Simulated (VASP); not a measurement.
# ZrIn2F6 (P4/mmm) in VASP: a series of runs, part 2 of 2

VASP 6.6.1.

### 4 Relaxation of cell and atoms, PBE

INCAR reads:

```
  PREC = Accurate
  ENCUT = 600
  EDIFF = 1E-7
  ISMEAR = 0
  SIGMA = 0.1
  LREAL = False
  LASPH = True
  NELM = 80
  ALGO = Normal
  ISIF = 3
  LWAVE = False
  LCHARG = False
  GGA = PE
  IBRION = 2
  NSW = 90
  EDIFFG = -0.04
```

KPOINTS reads:

```
Automatic mesh
0
Gamma
  4 4 4
```

POSCAR reads:

```
ZrIn2F6
1.0
    5.5525372100      0.0000000000      0.0000000000
    0.0000000000      5.5525372100      0.0000000000
    0.0000000000      0.0000000000      3.9262367100
Zr In F
1 2 6
Direct
    0.0000000000      0.0000000000      0.0000000000
    0.5000000000      0.0000000000      0.5000000000
    0.0000000000      0.5000000000      0.5000000000
    0.2447488000      0.7552512000      0.0000000000
    0.2447488000      0.2447488000      0.0000000000
    0.0000000000      0.0000000000      0.5000000000
    0.7552512000      0.2447488000      0.0000000000
    0.7552512000      0.7552512000      0.0000000000
    0.5000000000      0.5000000000      0.5000000000
```

Potentials or basis: VASP PAW PBE potentials, release 64 (Zr_sv, In_d, F).

Run with:

```bash
cat potpaw_PBE.64/Zr_sv/POTCAR potpaw_PBE.64/In_d/POTCAR potpaw_PBE.64/F/POTCAR > POTCAR
mpirun -np 1 vasp_std > vasp.out
```

OUTCAR:

```text
PREC = Accurate
   ENCUT = 600
   EDIFF = 1E-7
   ISMEAR = 0
   LREAL = False
   LASPH = True
   NELM = 80
   ISIF = 3
   GGA = PE
   IBRION = 2
   NSW = 90
   EDIFFG = -0.04

 ion  position               nearest neighbor table
   1  0.000  0.000  0.000-   4 1.92   5 1.92   7 1.92   8 1.92   6 1.96   6 1.96   2 3.40   2 3.40
                             3 3.40   3 3.40   3 3.40   3 3.40   2 3.40   2 3.40
   2  0.500  0.000  0.500-   6 2.78   9 2.78   9 2.78   6 2.78   8 2.78   5 2.78   4 2.78   5 2.78
                             7 2.78   8 2.78   4 2.78   7 2.78   1 3.40   1 3.40   1 3.40   1 3.40
   3  0.000  0.500  0.500-   6 2.78   9 2.78   6 2.78   9 2.78   8 2.78   5 2.78   4 2.78   5 2.78
                             7 2.78   8 2.78   4 2.78   7 2.78   1 3.40   1 3.40   1 3.40   1 3.40
   4  0.245  0.755  0.000-   1 1.92   2 2.78   3 2.78   2 2.78   3 2.78
   5  0.245  0.245  0.000-   1 1.92   2 2.78   3 2.78   2 2.78   3 2.78
   6  0.000  0.000  0.500-   1 1.96   1 1.96   3 2.78   2 2.78   3 2.78   2 2.78
   7  0.755  0.245  0.000-   1 1.92   2 2.78   3 2.78   2 2.78   3 2.78
   8  0.755  0.755  0.000-   1 1.92   2 2.78   3 2.78   2 2.78   3 2.78
   9  0.500  0.500  0.500-   2 2.78   3 2.78   2 2.78   3 2.78

  LATTYP: Found a simple tetragonal cell.
 ALAT       =     5.5525372100
 C/A-ratio  =     0.7071067805

  Lattice vectors:

 A1 = (   5.5525372100,   0.0000000000,   0.0000000000)
 A2 = (   0.0000000000,   5.5525372100,   0.0000000000)
 A3 = (   0.0000000000,   0.0000000000,   3.9262367100)

Analysis of symmetry for initial positions (statically):
=====================================================================
 Subroutine PRICEL returns:
 Original cell was already a primitive cell.

 Routine SETGRP: Setting up the symmetry group for a
 simple tetragonal supercell.

 Subroutine GETGRP returns: Found 16 space group operations
 (whereof 16 operations were pure point group operations)
 out of a pool of 16 trial point group operations.

The static configuration has the point symmetry D_4h.

Analysis of symmetry for dynamics (positions and initial velocities):
=====================================================================
 Subroutine PRICEL returns:
 Original cell was already a primitive cell.

 Routine SETGRP: Setting up the symmetry group for a
 simple tetragonal supercell.

 Subroutine GETGRP returns: Found 16 space group operations
 (whereof 16 operations were pure point group operations)
 out of a pool of 16 trial point group operations.

The dynamic configuration has the point symmetry D_4h.

 Subroutine INISYM returns: Found 16 space group operations
 (whereof 16 operations are pure point group operations),
 and found     1 'primitive' translations

----------------------------------------------------------------------------------------

                                     Primitive cell

  volume of cell :     121.0485

  direct lattice vectors                    reciprocal lattice vectors
     5.552537210  0.000000000  0.000000000     0.180097848  0.000000000  0.000000000
     0.000000000  5.552537210  0.000000000     0.000000000  0.180097848  0.000000000
     0.000000000  0.000000000  3.926236710     0.000000000  0.000000000  0.254696819

  length of vectors
     5.552537210  5.552537210  3.926236710     0.180097848  0.180097848  0.254696819

  position of ions in fractional coordinates (direct lattice)
     0.000000000  0.000000000  0.000000000
     0.500000000  0.000000000  0.500000000
     0.000000000  0.500000000  0.500000000
     0.244748800  0.755251200  0.000000000
[... 44 lines left out ...]
 Following reciprocal coordinates:
            Coordinates               Weight
  0.000000  0.000000  0.000000      1.000000
  0.250000  0.000000  0.000000      4.000000
  0.500000  0.000000  0.000000      2.000000
  0.250000  0.250000  0.000000      4.000000
  0.500000  0.250000  0.000000      4.000000
  0.500000  0.500000  0.000000      1.000000
[... 10 lines left out ...]
  0.500000  0.250000  0.500000      4.000000
  0.500000  0.500000  0.500000      1.000000
   k-points           NKPTS =     18   k-points in BZ     NKDIM =     18   number of bands    NBANDS=     48
   number of dos      NEDOS =    301   number of ions     NIONS =      9
   total plane-waves  NPLWV =  73728
   dimension x,y,z NGX =    48 NGY =   48 NGZ =   32
   dimension x,y,z NGXF=    96 NGYF=   96 NGZF=   64
   ions per type =               1   2   6
   NGX,Y,Z   is equivalent  to a cutoff of  14.37, 14.37, 13.55 a.u.
   NGXF,Y,Z  is equivalent  to a cutoff of  28.74, 28.74, 27.10 a.u.
 SYSTEM =  unknown system
   PREC   = accura    normal or accurate (medium, high low for compatibility)
   ISTART =      0    job   : 0-new  1-cont  2-samecut
   ICHARG =      2    charge: 1-file 2-atom 10-const
   ISPIN  =      1    spin polarized calculation?
   LNONCOLLINEAR =      F non collinear calculations
   LSORBIT =      F    spin-orbit coupling
   LASPH  =      T    aspherical Exc in radial PAW
   ENCUT  =  600.0 eV  44.10 Ry    6.64 a.u.  11.09 11.09  7.84*2*pi/ulx,y,z
   NELM   =     80;   NELMIN=  2; NELMDL= -5     # of ELM steps
   EDIFF  = 0.1E-06   stopping-criterion for ELM
   LREAL  =      F    real-space projection
   EDIFFG = -.4E-01   stopping-criterion for IOM
   NSW    =     90    number of steps for IOM
   IBRION =      2    ionic relax: 0-MD 1-quasi-New 2-CG
   NFREE  =      1    steps in history (QN), initial steepest desc. (CG)
   ISIF   =      3    stress and relaxation
   ISYM   =      2    0-nonsym 1-usesym 2-fastsym
   POTIM  = 0.5000    time-step for ionic-motion
   TEBEG  =    0.0;   TEEND  =   0.0 temperature during run
   PSTRESS=    0.0 pullay stress
   NELECT =      80.0000    total number of electrons
   NUPDOWN=      -1.0000    fix difference up-down
   EMIN   =  10.00;   EMAX   =-10.00  energy-range for DOS
   EFERMI =   0.00;   METHOD = LEGACY
   ISMEAR =     0;   SIGMA  =   0.10  broadening in eV -4-tet -1-fermi 0-gaus
   EFERMI_NEDOS =   21; number of points for ismear=-14 and -15
   IALGO  =     38    algorithm
   IMIX   =      4    mixing-type and parameters
     AMIX     =   0.40;   BMIX     =  1.00
     AMIX_MAG =   1.60;   BMIX_MAG =  1.00
  volume/ion in A,a.u.               =      13.45        90.76
  Fermi-wavevector in a.u.,A,eV,Ry     =   1.425996  2.694742 27.666971  2.033465
  Thomas-Fermi vector in A             =   2.546321
   LORBIT       =      0    0 simple, 1 ext, 2 COOP (PROOUT), +10 PAW based schemes
   GGA     = PE    functional components
   LHFCALC =     F    Hartree Fock is set to
   AEXX    =    0.0000 exact exchange contribution
   IVDW    =     0    specifies the selected vdW correction
   LEPSILON=     F    determine dielectric tensor
   LRPA    =     F    only Hartree local field effects (RPA)
 conjugate gradient relaxation of ions
 non-spin polarized calculation
 Gauss-broadening in eV      SIGMA  =   0.10
  energy-cutoff  :      600.00
  volume of cell :      121.05
 maximum number of plane-waves:      4080
 NGX is ok and might be reduce to    48
   NGX = 23   NGY = 23   NGZ = 15

--------------------------------------- Ionic step        1  -------------------------------------------

 number of electron      79.9999957 magnetization

 Free energy of the ion-electron system (eV)
  ---------------------------------------------------
  ext. energy  EPLUGINS =         0.00000000
  ---------------------------------------------------
  free energy    TOTEN  =       -44.84665686 eV

  energy without entropy =      -44.84665686  energy(sigma->0) =      -44.84665686

 E-fermi :   6.0371     XC(G=0): -10.5401

 val. band max:        5.5431864776   @ k =   0.5000   0.5000   0.5000
 cond. band min:       6.6052568076   @ k =   0.5000   0.5000   0.0000
 fundamental gap:      1.0620703301
 Fermi energy:         6.0371207288

 k-point     1 :       0.0000    0.0000    0.0000
  band No.  band energies     occupation
      1     -44.9653      2.00000
      2     -24.0541      2.00000
      3     -24.0541      2.00000
      4     -23.5631      2.00000
      5     -22.1469      2.00000
      6     -19.1196      2.00000
[... 1029 lines left out ...]
  FREE ENERGIE OF THE ION-ELECTRON SYSTEM (eV)
  ---------------------------------------------------
  free  energy   TOTEN  =       -46.6176016164 eV

  energy  without entropy=      -46.6176016164  energy(sigma->0) =      -46.61760162

[... ionic steps 4 to 10 ...]

--------------------------------------- Ionic step       11  -------------------------------------------

 number of electron      80.0000141 magnetization

------------------------ aborting loop because EDIFF is reached ----------------------------------------
[... 81 lines left out ...]
--------------------------------------- Ionic step       13  -------------------------------------------

 number of electron      80.0000022 magnetization

 Free energy of the ion-electron system (eV)
  ---------------------------------------------------
  ext. energy  EPLUGINS =         0.00000000
  ---------------------------------------------------
  free energy    TOTEN  =       -47.36997561 eV

  energy without entropy =      -47.36997561  energy(sigma->0) =      -47.36997561

 E-fermi :   2.7229     XC(G=0):  -8.7920

 val. band max:        2.1039498557   @ k =   0.5000   0.5000   0.5000
 cond. band min:       3.2374173181   @ k =   0.5000   0.5000   0.0000
 fundamental gap:      1.1334674623
 Fermi energy:         2.7229354878

 k-point     1 :       0.0000    0.0000    0.0000
  band No.  band energies     occupation
      1     -48.2678      2.00000
      2     -26.9013      2.00000
      3     -26.9013      2.00000
      4     -26.4262      2.00000
      5     -22.9805      2.00000
      6     -21.4517      2.00000
[... 943 lines left out ...]
  FREE ENERGIE OF THE ION-ELECTRON SYSTEM (eV)
  ---------------------------------------------------
  free  energy   TOTEN  =       -47.3699756146 eV

  energy  without entropy=      -47.3699756146  energy(sigma->0) =      -47.36997561

 reached required accuracy - stopping structural energy minimisation
```

Run time: 37 min. Hardware: 1 thread of Oxide Virtual Turin-like, shared host; peak memory 0.31 GiB.

Results:

- Free energy: -47.3700 eV
- Relaxed volume: 18.76 Å³/atom
- Relaxed cell: a = 6.172 Å, b = 6.172 Å, c = 4.432 Å, α = 90.00°, β = 90.00°, γ = 90.00°
- Space group after relaxing (to 0.1 Å): P4/mmm (No. 123)
- Energy gained by relaxing: 280.4 meV/atom
- Ionic steps: 13
- Pressure after relaxing: -0.2 GPa
- Largest force after relaxing: 0.032 eV/Å
- Band gap on the k mesh: 1.13 eV (least direct gap 1.15 eV)

Forces in eV/Å, atoms in the order of the input:
```
Zr   0.000  0.000  0.000
In   0.000  0.000  0.000
In   0.000  0.000  0.000
F   -0.022  0.022  0.000
F   -0.022 -0.022  0.000
F    0.000  0.000  0.000
F    0.022 -0.022  0.000
F    0.022  0.022  0.000
F    0.000  0.000  0.000
```

The path:
```
step  energy change (eV)  largest force (eV/Å)  pressure (GPa)  volume (Å³)
   1              0.0000                1.3929           26.09       121.05
   2             -1.1118                3.0484           -8.10       163.51
   3             -1.7709                1.8220            0.76       144.38
   4             -2.3521                0.4784            1.49       151.52
   5             -2.3883                0.1249            2.20       153.97
   6             -2.3887                0.0665            2.13       153.74
   7             -2.4273                0.3699           -0.52       160.06
   8             -2.4274                0.3449           -0.37       159.68
   9             -2.4552                0.1703           -0.21       161.63
  10             -2.4815                0.1929            0.20       165.40
  11             -2.5029                0.0023           -0.41       167.19
  12             -2.5114                0.2059           -1.03       169.15
  13             -2.5233                0.0318           -0.25       168.82
```

Final structure:
```
Zr In F
1.0
     6.17166    0.00000    0.00000
     0.00000    6.17166    0.00000
     0.00000    0.00000    4.43228
Zr In F
1 2 6
Cartesian
  0.0000 6.1717 4.4323
  3.0858 6.1717 2.2161
  0.0000 3.0858 2.2161
  1.3961 4.7755 0.0000
  1.3961 1.3961 0.0000
  0.0000 6.1717 2.2161
  4.7755 1.3961 4.4323
  4.7755 4.7755 0.0000
  3.0858 3.0858 2.2161
```

Caveat: the volume moved by over 15 % at a fixed basis, so the end points are rough; spin-orbit coupling is left out, which moves the levels of the heavy elements. A k mesh can miss the band edges.

### 5 Summary

```csv
task,cell,cutoff (eV),gap on the mesh (eV),pressure (GPa),largest force (eV/Å)
single point,"a = 5.553, b = 5.553, c = 3.926 Å, 9 atoms, atomic positions A",520,1.06,26.2,1.40
single point,"a = 6.234, b = 6.234, c = 4.446 Å, 9 atoms, atomic positions B",520,1.11,0.1,0.11
relaxation of cell and atoms,"relaxed from a = 5.553, b = 5.553, c = 3.926 Å, 9 atoms, atomic positions A",600,1.13,-0.2,0.03
```

Alike in all rows: level PBE; potentials or basis VASP PAW PBE potentials, release 64 (Zr_sv, In_d, F); no spin polarisation; k mesh 4 × 4 × 4; smearing gaussian 0.1 eV.

Caveats: spin-orbit coupling is left out, which moves the levels of the heavy elements; the stress differs along the axes, from 22 to 34 GPa (at least some runs); forces of over 1 eV/Å act on the atoms, so gaps and moduli don't describe the material at rest (at least some runs); the volume moved by over 15 % at a fixed basis, so the end points are rough (at least some runs).

Total energies depend on the potentials used, so only differences within one code and one set of settings carry meaning.
